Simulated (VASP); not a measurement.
Write the native input for VASP 6.6.1 that does the following.

| Property | Result |
| --- | --- |
| Task | single point |
| Functional | LDA |
| Potentials or basis | VASP PAW LDA potentials, release 64 (Zn, O_h) |
| Cutoff | 1340 eV |
| k mesh | 12 × 12 × 12 |
| Occupations | gaussian, width 0.05 eV |
| Spin | no spin polarisation |
| Dipole correction | no |
| Further INCAR settings | ALGO = Normal; EDIFF = 1e-06; NBANDS = 16 |

The structure of ZnO lies in POSCAR:

```
ZnO
1.0
    0.0000000000      2.1694420000      2.1694420000
    2.1694420000      0.0000000000      2.1694420000
    2.1694420000      2.1694420000      0.0000000000
Zn O
1 1
Direct
    0.0000000000      0.0000000000      0.0000000000
    0.5000000000      0.5000000000      0.5000000000
```

One way to write it, as run:

INCAR

```
SYSTEM = ZnO
PREC     = Accurate       ! precision mode
ENCUT    = 1340           ! plane-wave cutoff, eV
EDIFF    = 1E-6           ! SCF threshold, eV
ISMEAR   = 0              ! smearing method
SIGMA    = 0.05           ! smearing width, eV
LREAL    = .FALSE.        ! projectors in reciprocal space
LASPH    = .TRUE.         ! aspherical terms in the spheres
NELM     = 120            ! most SCF steps
ALGO     = Normal         ! electronic algorithm
ISIF     = 2              ! what is computed and relaxed
LWAVE    = .FALSE.        ! write WAVECAR
LCHARG   = .FALSE.        ! write CHGCAR
GGA      = CA             ! functional
NBANDS   = 16             ! bands
GGA_COMPAT= .FALSE.
```

KPOINTS

```
regular mesh
0
G
  12 12 12
  0 0 0
```

Potentials or basis: VASP PAW LDA potentials, release 64 (Zn, O_h).

Run with:

```console
$ cat potpaw_LDA.64/Zn/POTCAR potpaw_LDA.64/O_h/POTCAR > POTCAR
$ mpirun -np 1 vasp_std > vasp.out
```

It gave:

```yaml
Pressure: -14.2 GPa
Band_gap_on_the_k_mesh: 0.69 eV (least direct gap 1.90 eV)
```

Caveat: the cell stands under tension; semilocal functionals underestimate gaps, and a narrow one can read as zero.

Wall time 66 s on 1 thread of Intel(R) Xeon(R) Platinum 8259CL CPU @ 2.50GHz (Skylake/Cascade Lake) (shared host), peak memory 0.26 GiB.
